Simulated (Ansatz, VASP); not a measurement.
# Two plane-wave programs on Ag

```
Ag
1.0
    -1.65167    1.65167    1.65167
     1.65167   -1.65167    1.65167
     1.65167    1.65167   -1.65167
Ag
1
Direct
  0.00000 0.00000 0.00000
```

Alike in both runs: task single point; functional PBE; k mesh 13 × 13 × 13; occupations fermi-dirac, width 0.1 eV; non-collinear spin, spin-orbit coupling.

|  | VASP | Ansatz |
| --- | --- | --- |
| version | VASP 6.6.1 | Ansatz 0.2.0 |
| potentials or method | VASP PAW PBE potentials, release 64 (Ag), cutoff 500 eV | plane waves (420 eV) with PAW, fully relativistic with spin-orbit coupling |
| valence electrons in the cell | 11 | 19 |

```tsv
	VASP	Ansatz	Ansatz less VASP
net moment per atom (μB)	0.00	0.00	0.000
```

VASP's potentials hold 11 valence electrons a cell and Ansatz's 19, so a difference there can come from the potentials and not from the codes.
